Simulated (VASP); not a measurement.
Here is a VASP 6.6.1 calculation.

The input INCAR:

```
ALGO     = Normal         # electronic algorithm
EDIFF    = 1E-6           # SCF threshold, eV
ENCUT    = 520            # plane-wave cutoff, eV
ISIF     = 2              # what is computed and relaxed
ISMEAR   = 0              # smearing method
LASPH    = T              # aspherical terms in the spheres
LCHARG   = F              # write CHGCAR
LREAL    = F              # projectors in reciprocal space
LWAVE    = F              # write WAVECAR
NBANDS   = 36             # bands
NELM     = 80             # most SCF steps
PREC     = Accurate       # precision mode
SIGMA    = 0.15           # smearing width, eV
```

KPOINTS

```
k-points
0
Gamma
  6 6 6
```

POSCAR

```
Ge
1.0
    0.0000000000      2.9111663321      5.1607342168
    2.6536774057      0.0000000000      5.1607342168
    2.6536774057      2.9111663321      0.0000000000
Ge
4
Direct
    0.7818700000      0.7818700000      0.2181300000
    0.2181300000      0.2181300000      0.7818700000
    0.2735100000      0.7264900000      0.2735100000
    0.7264900000      0.2735100000      0.7264900000
```

Potentials or basis: VASP PAW LDA potentials, release 64 (Ge_d).

Run with:

```console
$ cat potpaw_LDA.64/Ge_d/POTCAR > POTCAR
$ mpirun -np 1 vasp_std > vasp.out
```

(1) Estimate the band gap on the k mesh.

(2) Predict the largest force.

(3) What does it give for the pressure?

Answers

(1) zero (band 28 reaches 7.10 eV, above the bottom of band 29 at 4.00 eV).

(2) 0.031 eV/Å.

(3) -6.4 GPa.
